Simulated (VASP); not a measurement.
Here is a VASP 6.6.1 calculation.

File INCAR:

```
SYSTEM = Se
  PREC = Accurate
  ENCUT = 500
  EDIFF = 1E-7
  ISMEAR = -1
  SIGMA = 0.05
  LREAL = .FALSE.
  LASPH = .TRUE.
  NELM = 120
  ALGO = Normal
  ISIF = 3
  LWAVE = .FALSE.
  LCHARG = .FALSE.
  GGA = PE
  IBRION = 2
  NSW = 80
  EDIFFG = -0.01
  PSTRESS = 400.0
  GGA_COMPAT = .FALSE.
  NELMIN = 4
```

KPOINTS

```
Automatic mesh
0
G
  12 12 12
  0 0 0
```

POSCAR

```
Se
1.0
   -1.4038000000      1.4038000000      1.4038000000
    1.4038000000     -1.4038000000      1.4038000000
    1.4038000000      1.4038000000     -1.4038000000
Se
1
Direct
    0.0000000000      0.0000000000      0.0000000000
```

Potentials or basis: VASP PAW PBE potentials, release 64 (Se).

Launch:

```sh
$ cat potpaw_PBE.64/Se/POTCAR > POTCAR
$ mpirun -np 1 vasp_std > vasp.out
```

Q: Estimate the relaxed cell.

A: a = 2.703 Å, b = 2.703 Å, c = 2.703 Å, α = 109.47°, β = 109.47°, γ = 109.47°.

Q: Estimate the space group after relaxing (to 0.1 Å).

A: Im-3m (No. 229).

Q: Predict the relaxed volume.

A: 15.20 Å³/atom.

Final structure:
```
Se
1.0
    -1.56061    1.56061    1.56061
     1.56061   -1.56061    1.56061
     1.56061    1.56061   -1.56061
Se
1
Direct
  0.00000 0.00000 0.00000
```

Caveat: the cell is relaxed towards a set pressure, so the run minimises the enthalpy, not the energy; the volume moved by over 15 % at a fixed basis, so the end points are rough. Zero-point motion and thermal expansion aren't in these numbers.
